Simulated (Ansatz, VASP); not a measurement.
## Two plane-wave programs on PtSe2

```
Pt Se
1.0
     3.63434    0.00000    0.00000
    -1.81717    3.14744    0.00000
     0.00000    0.00000    6.95506
Pt Se
1 2
Direct
  0.00000 0.00000 0.00000
  0.33333 0.66667 0.20019
  0.66667 0.33333 0.79981
```

Alike in both runs: task single point; functional PBE; k mesh 12 × 12 × 6; occupations gaussian, width 0.05 eV; no spin polarisation.

```csv
,VASP,Ansatz
version,VASP 6.6.1,Ansatz 0.2.0
potentials or method,"VASP PAW PBE potentials, release 64 (Pt, Se), cutoff 520 eV","scalar-relativistic, plane waves, PAW"
valence electrons in the cell,22,50
```

|  | VASP | Ansatz | Ansatz less VASP |
| --- | --- | --- | --- |
| gap on the k mesh at the Fermi level (eV) | 0.95 | 0.96 | +0.010 |
| least direct gap on the mesh (eV) | 1.28 | 1.29 | +0.008 |
| pressure (GPa) | 1.8 | 1.9 | +0.03 |
| traceless stress, the component that is largest in VASP (GPa) | -3.09 | -3.09 | -0.007 |
| rms of the force components (eV/Å) | 0.104 | 0.104 | -0.0006 |

Atom by atom the forces differ by 0.001 eV/Å (rms over components). VASP's potentials hold 22 valence electrons a cell and Ansatz's 50, so a difference there can come from the potentials and not from the codes.

Neither program's run includes spin-orbit coupling.
